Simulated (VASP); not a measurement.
# In (Pm-3m) in VASP: further runs

In is run at these levels: r2SCAN; tasks: single point.

Program: VASP 6.6.1. These are calculated values, not measurements. Logs are shortened: lines on timing, memory, paths and dates and some standing lists are left out, and cuts for length are marked.

### 1 The cell of the first run

Symmetry: Pm-3m, No. 221, cubic system. Conventional cell: a = 3.044 Å, b = 3.044 Å, c = 3.044 Å, α = 90.00°, β = 90.00°, γ = 90.00°. Within 4.0 Å of In (site symmetry m-3m) lie 6 In at 3.04 Å.

This isn't the form of In at room conditions, which is tetragonal.

### 2 Single point, r2SCAN

The input, POSCAR:

```
In
1.0
    3.0437040583      0.0000000000      0.0000000000
    0.0000000000      3.0437040583      0.0000000000
    0.0000000000      0.0000000000      3.0437040583
In
1
Direct
    0.0000000000      0.0000000000      0.0000000000
```

The input, INCAR.step1:

```
ALGO = Normal ; EDIFF = 1E-4
ENCUT = 520 ; GGA = PE
ISMEAR = -1 ; LASPH = T
LCHARG = F ; LREAL = F
LWAVE = T ; NBANDS = 12
NELM = 100 ; PREC = Accurate
SIGMA = 0.1
```

The input, INCAR.step2:

```
ALGO = Normal ; EDIFF = 1E-7
ENCUT = 520 ; ISIF = 2
ISMEAR = -1 ; ISTART = 1
LASPH = T ; LCHARG = F
LMIXTAU = T ; LREAL = F
LWAVE = F ; METAGGA = R2SCAN
NBANDS = 12 ; NELM = 100
PREC = Accurate ; SIGMA = 0.1
```

The input, KPOINTS:

```
k-points
0
Gamma
  10 10 10
```

Potentials or basis: VASP PAW PBE potentials, release 64 (In_d).

Command:

```console
> cat potpaw_PBE.64/In_d/POTCAR > POTCAR
> cp INCAR.step1 INCAR
> mpirun -np 1 vasp_std > vasp.out
> cp INCAR.step2 INCAR
> mpirun -np 1 vasp_std > vasp.out
```

OUTCAR:

```text
EDIFF = 1E-7
   ENCUT = 520
   ISIF = 2
   ISMEAR = -1
   ISTART = 1
   LASPH = T
   LREAL = F
   METAGGA = R2SCAN
   NELM = 100
   PREC = Accurate

 ion  position               nearest neighbor table
   1  0.000  0.000  0.000-

  LATTYP: Found a simple cubic cell.
 ALAT       =     3.0437040583

  Lattice vectors:

 A1 = (   3.0437040583,   0.0000000000,   0.0000000000)
 A2 = (   0.0000000000,   3.0437040583,   0.0000000000)
 A3 = (   0.0000000000,   0.0000000000,   3.0437040583)

Analysis of symmetry for initial positions (statically):
=====================================================================
 Subroutine PRICEL returns:
 Original cell was already a primitive cell.

 Routine SETGRP: Setting up the symmetry group for a
 simple cubic supercell.

 Subroutine GETGRP returns: Found 48 space group operations
 (whereof 48 operations were pure point group operations)
 out of a pool of 48 trial point group operations.

The static configuration has the point symmetry O_h .

Analysis of symmetry for dynamics (positions and initial velocities):
=====================================================================
 Subroutine PRICEL returns:
 Original cell was already a primitive cell.

 Routine SETGRP: Setting up the symmetry group for a
 simple cubic supercell.

 Subroutine GETGRP returns: Found 48 space group operations
 (whereof 48 operations were pure point group operations)
 out of a pool of 48 trial point group operations.

The dynamic configuration has the point symmetry O_h .

 Subroutine INISYM returns: Found 48 space group operations
 (whereof 48 operations are pure point group operations),
 and found     1 'primitive' translations

----------------------------------------------------------------------------------------

                                     Primitive cell

  volume of cell :      28.1973

  direct lattice vectors                    reciprocal lattice vectors
     3.043704058  0.000000000  0.000000000     0.328547053  0.000000000  0.000000000
     0.000000000  3.043704058  0.000000000     0.000000000  0.328547053  0.000000000
     0.000000000  0.000000000  3.043704058     0.000000000  0.000000000  0.328547053

  length of vectors
     3.043704058  3.043704058  3.043704058     0.328547053  0.328547053  0.328547053

  position of ions in fractional coordinates (direct lattice)
     0.000000000  0.000000000  0.000000000

  ion indices of the primitive-cell ions
   primitive index   ion index
                 1           1

----------------------------------------------------------------------------------------

 KPOINTS: k-points

Automatic generation of k-mesh.
 Grid dimensions read from file:
 generate k-points for:   10   10   10

 Generating k-lattice:

  Cartesian coordinates                     Fractional coordinates (reciprocal lattice)
     0.032854705  0.000000000  0.000000000     0.100000000  0.000000000  0.000000000
     0.000000000  0.032854705  0.000000000     0.000000000  0.100000000  0.000000000
     0.000000000  0.000000000  0.032854705     0.000000000  0.000000000  0.100000000

  Length of vectors
     0.032854705  0.032854705  0.032854705

  Shift w.r.t. Gamma in fractional coordinates (k-lattice)
     0.000000000  0.000000000  0.000000000

 Subroutine IBZKPT returns following result:
 ===========================================

 Found     56 irreducible k-points:

 Following reciprocal coordinates:
            Coordinates               Weight
  0.000000  0.000000  0.000000      1.000000
  0.100000  0.000000  0.000000      6.000000
  0.200000  0.000000  0.000000      6.000000
  0.300000  0.000000  0.000000      6.000000
  0.400000  0.000000  0.000000      6.000000
  0.500000  0.000000  0.000000      3.000000
[... 16 lines left out ...]
  0.200000  0.100000  0.100000     24.000000
  0.300000  0.100000  0.100000     24.000000
 [... further k-points ...]
   k-points           NKPTS =     56   k-points in BZ     NKDIM =     56   number of bands    NBANDS=     12
   number of dos      NEDOS =    301   number of ions     NIONS =      1
   total plane-waves  NPLWV =  13824
   dimension x,y,z NGX =    24 NGY =   24 NGZ =   24
   dimension x,y,z NGXF=    48 NGYF=   48 NGZF=   48
   ions per type =               1
   NGX,Y,Z   is equivalent  to a cutoff of  13.11, 13.11, 13.11 a.u.
   NGXF,Y,Z  is equivalent  to a cutoff of  26.22, 26.22, 26.22 a.u.
 SYSTEM =  unknown system
   PREC   = accura    normal or accurate (medium, high low for compatibility)
   ISTART =      1    job   : 0-new  1-cont  2-samecut
   ICHARG =      0    charge: 1-file 2-atom 10-const
   ISPIN  =      1    spin polarized calculation?
   LNONCOLLINEAR =      F non collinear calculations
   LSORBIT =      F    spin-orbit coupling
   LASPH  =      T    aspherical Exc in radial PAW
   ENCUT  =  520.0 eV  38.22 Ry    6.18 a.u.   5.66  5.66  5.66*2*pi/ulx,y,z
   NELM   =    100;   NELMIN=  2; NELMDL=  0     # of ELM steps
   EDIFF  = 0.1E-06   stopping-criterion for ELM
   LREAL  =      F    real-space projection
   EDIFFG = 0.1E-05   stopping-criterion for IOM
   NSW    =      0    number of steps for IOM
   IBRION =     -1    ionic relax: 0-MD 1-quasi-New 2-CG
   NFREE  =      0    steps in history (QN), initial steepest desc. (CG)
   ISIF   =      2    stress and relaxation
   ISYM   =      2    0-nonsym 1-usesym 2-fastsym
   POTIM  = 0.5000    time-step for ionic-motion
   TEBEG  =    0.0;   TEEND  =   0.0 temperature during run
   PSTRESS=    0.0 pullay stress
   NELECT =      13.0000    total number of electrons
   NUPDOWN=      -1.0000    fix difference up-down
   EMIN   =  10.00;   EMAX   =-10.00  energy-range for DOS
   EFERMI =   0.00;   METHOD = LEGACY
   ISMEAR =    -1;   SIGMA  =   0.10  broadening in eV -4-tet -1-fermi 0-gaus
   EFERMI_NEDOS =   21; number of points for ismear=-14 and -15
   IALGO  =     38    algorithm
   IMIX   =      4    mixing-type and parameters
     AMIX     =   0.40;   BMIX     =  1.00
     AMIX_MAG =   1.60;   BMIX_MAG =  1.00
  volume/ion in A,a.u.               =      28.20       190.28
  Fermi-wavevector in a.u.,A,eV,Ry     =   1.264698  2.389933 21.761991  1.599461
  Thomas-Fermi vector in A             =   2.397990
   LORBIT       =      0    0 simple, 1 ext, 2 COOP (PROOUT), +10 PAW based schemes
   METAGGA = R2SCAN    functional components
   LHFCALC =     F    Hartree Fock is set to
   AEXX    =    0.0000 exact exchange contribution
   IVDW    =     0    specifies the selected vdW correction
   LEPSILON=     F    determine dielectric tensor
   LRPA    =     F    only Hartree local field effects (RPA)
 non-spin polarized calculation
  energy-cutoff  :      520.00
  volume of cell :       28.20
 maximum number of plane-waves:       772
 NGX is ok and might be reduce to    24
   NGX = 11   NGY = 11   NGZ = 11

 number of electron      13.0000000 magnetization

 Free energy of the ion-electron system (eV)
  ---------------------------------------------------
  ext. energy  EPLUGINS =         0.00000000
  ---------------------------------------------------
  free energy    TOTEN  =       -22.54415866 eV

  energy without entropy =      -22.52759302  energy(sigma->0) =      -22.53587584

 E-fermi :   6.4639     XC(G=0): -10.5493

 val. band max:        6.4243204178   @ k =   0.4000   0.3000   0.2000
 cond. band min:       6.4808209165   @ k =   0.5000   0.5000   0.2000
 fundamental gap:      0.0565004986
 Fermi energy:         6.4638565550

 k-point     1 :       0.0000    0.0000    0.0000
  band No.  band energies     occupation
      1      -9.1018      2.00000
      2      -9.1018      2.00000
      3      -8.3200      2.00000
      4      -8.3200      2.00000
      5      -8.3200      2.00000
      6      -3.0490      2.00000
      7      14.2150      0.00000
      8      14.2150      0.00000
      9      14.2150      0.00000
     10      17.4089      0.00000
     11      17.4089      0.00000
     12      19.1775      0.00000

 k-point     2 :       0.1000    0.0000    0.0000
  band No.  band energies     occupation
      1      -9.0970      2.00000
      2      -9.0499      2.00000
      3      -8.3407      2.00000
      4      -8.3407      2.00000
      5      -8.3183      2.00000
      6      -2.8700      2.00000
      7      12.2164      0.00000
      8      14.4219      0.00000
      9      14.4219      0.00000
     10      17.5193      0.00000
     11      18.3928      0.00000
     12      20.5295      0.00000

 k-point     3 :       0.2000    0.0000    0.0000
  band No.  band energies     occupation
      1      -9.0843      2.00000
      2      -8.9153      2.00000
      3      -8.3946      2.00000
      4      -8.3946      2.00000
      5      -8.3137      2.00000
      6      -2.3261      2.00000
      7       9.3305      0.00000
      8      15.0197      0.00000
      9      15.0197      0.00000
     10      17.8536      0.00000
     11      18.8578      0.00000
     12      23.9387      0.00000

 k-point     4 :       0.3000    0.0000    0.0000
  band No.  band energies     occupation
      1      -9.0686      2.00000
      2      -8.7522      2.00000
      3      -8.4603      2.00000
      4      -8.4603      2.00000
      5      -8.3081      2.00000
      6      -1.4094      2.00000
      7       6.6140      0.36434
      8      15.9289      0.00000
      9      15.9289      0.00000
     10      18.4196      0.00000
     11      19.3308      0.00000
     12      23.5300      0.00000

 k-point     5 :       0.4000    0.0000    0.0000
  band No.  band energies     occupation
      1      -9.0558      2.00000
      2      -8.6230      2.00000
      3      -8.5128      2.00000
      4      -8.5128      2.00000
      5      -8.3036      2.00000
      6      -0.1619      2.00000
      7       4.2534      2.00000
      8      16.9464      0.00000
      9      16.9464      0.00000
     10      19.2164      0.00000
     11      19.8611      0.00000
     12      21.8713      0.00000
[... 228 lines left out ...]
      1      -8.8665      2.00000
      2      -8.8059      2.00000
      3      -8.5043      2.00000
      4      -8.5043      2.00000
      5      -8.1034      2.00000
      6       4.9296      2.00000
      7       5.7414      1.99854
      8       5.7414      1.99854
      9      10.7148      0.00000
     10      21.3743      0.00000
     11      22.7075      0.00000
     12      22.7075      0.00000

 k-point    22 :       0.1000    0.1000    0.1000
  band No.  band energies     occupation
      1      -9.0155      2.00000
      2      -9.0155      2.00000
      3      -8.3642      2.00000
      4      -8.3592      2.00000
      5      -8.3592      2.00000
      6      -2.5121      2.00000
      7      12.4070      0.00000
      8      12.4070      0.00000
      9      13.0004      0.00000
     10      19.9724      0.00000
     11      19.9724      0.00000
     12      21.3830      0.00000

 k-point    23 :       0.2000    0.1000    0.1000
  band No.  band energies     occupation
      1      -9.0033      2.00000
      2      -8.8762      2.00000
      3      -8.4206      2.00000
      4      -8.4151      2.00000
      5      -8.3555      2.00000
      6      -1.9700      2.00000
      7       9.6677      0.00000
      8      12.9550      0.00000
      9      13.4013      0.00000
     10      20.3121      0.00000
     11      20.9772      0.00000
     12      23.5648      0.00000

 k-point    24 :       0.3000    0.1000    0.1000
  band No.  band energies     occupation
      1      -8.9881      2.00000
      2      -8.7064      2.00000
      3      -8.4907      2.00000
      4      -8.4835      2.00000
      5      -8.3492      2.00000
      6      -1.0584      2.00000
      7       6.9617      0.01367
      8      13.8078      0.00000
      9      14.2705      0.00000
     10      20.3905      0.00000
     11      20.5963      0.00000
     12      21.9907      0.00000

 [... further k-points ...]

------------------------ aborting loop because EDIFF is reached ----------------------------------------

  FORCE on cell =-STRESS in cart. coord.  units (eV):
  Direction    XX          YY          ZZ          XY          YZ          ZX
  --------------------------------------------------------------------------------------
  -------------------------------------------------------------------------------------
  Total       -0.0006102     -0.0006102     -0.0006102      0.0000000      0.0000000     -0.0000000
  in kB       -0.0346706     -0.0346706     -0.0346706      0.0000000      0.0000000     -0.0000000
  external PRESSURE =      -0.0346706 kB  Pullay stress =       0.0000000 kB

 VOLUME and BASIS-vectors are now :
 -----------------------------------------------------------------------------
  energy-cutoff  :      520.00
  volume of cell :       28.20
      direct lattice vectors                 reciprocal lattice vectors
     3.043704058  0.000000000  0.000000000     0.328547053  0.000000000  0.000000000
     0.000000000  3.043704058  0.000000000     0.000000000  0.328547053  0.000000000
     0.000000000  0.000000000  3.043704058     0.000000000  0.000000000  0.328547053

 POSITION                                       TOTAL-FORCE (eV/Angst)
 -----------------------------------------------------------------------------------
      0.00000      0.00000      0.00000         0.000000      0.000000      0.000000
 -----------------------------------------------------------------------------------
    total drift:                                0.000000     -0.000000      0.000000

  FREE ENERGIE OF THE ION-ELECTRON SYSTEM (eV)
  ---------------------------------------------------
  free  energy   TOTEN  =       -22.5441586604 eV

  energy  without entropy=      -22.5275930224  energy(sigma->0) =      -22.53587584
```

It took 62 s on 1 thread of Intel Xeon 8259CL, shared host; peak memory 0.15 GiB.

Results:

```yaml
Free_energy: -22.5442 eV
Pressure: 0.0 GPa
Band_gap_on_the_k_mesh: zero (an odd number of electrons rules out a gap without spin polarisation)
```

Caveat: the PAW data sets were made with another functional, which shifts forces and pressure a little; spin-orbit coupling is left out, which moves the levels of the heavy elements.

(Part 1 of 2 ends here.)
